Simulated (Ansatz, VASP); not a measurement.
# One calculation of SiGe, two programs

```
CELL_PARAMETERS angstrom
3.90438 0.00000 0.00000
-1.95219 3.38129 0.00000
0.00000 0.00000 6.26007
ATOMIC_POSITIONS crystal
Si 0.66667 0.33333 0.87447
Si 0.33333 0.66667 0.37447
Ge 0.66667 0.33333 0.50053
Ge 0.33333 0.66667 0.00053
```

Change from the starting cell: strain +0.000 along x and y, -0.030 along z, atoms carried along.

Alike in both runs: task single point; functional r2SCAN; k mesh 12 × 12 × 4; occupations gaussian, width 0.05 eV; no spin polarisation.

|  | VASP | Ansatz |
| --- | --- | --- |
| version | VASP 6.6.1 | Ansatz 0.2.0 |
| potentials or method | VASP PAW PBE potentials, release 64 (Si, Ge_d), cutoff 520 eV | scalar-relativistic, plane waves, PAW |
| valence electrons in the cell | 36 | 36 |

|  | VASP | Ansatz | Ansatz less VASP |
| --- | --- | --- | --- |
| gap on the k mesh at the Fermi level (eV) | 0.46 | 0.46 | 0.000 |
| least direct gap on the mesh (eV) | 0.52 | 0.53 | +0.008 |
| pressure (GPa) | 2.9 | 2.9 | +0.05 |
| traceless stress, the component that is largest in VASP (GPa) | 5.07 | 5.07 | +0.002 |
| rms of the force components (eV/Å) | 0.208 | 0.207 | -0.0007 |

VASP's potentials were made for PBE, not for r2SCAN. Atom by atom the forces differ by 0.001 eV/Å (rms over components).
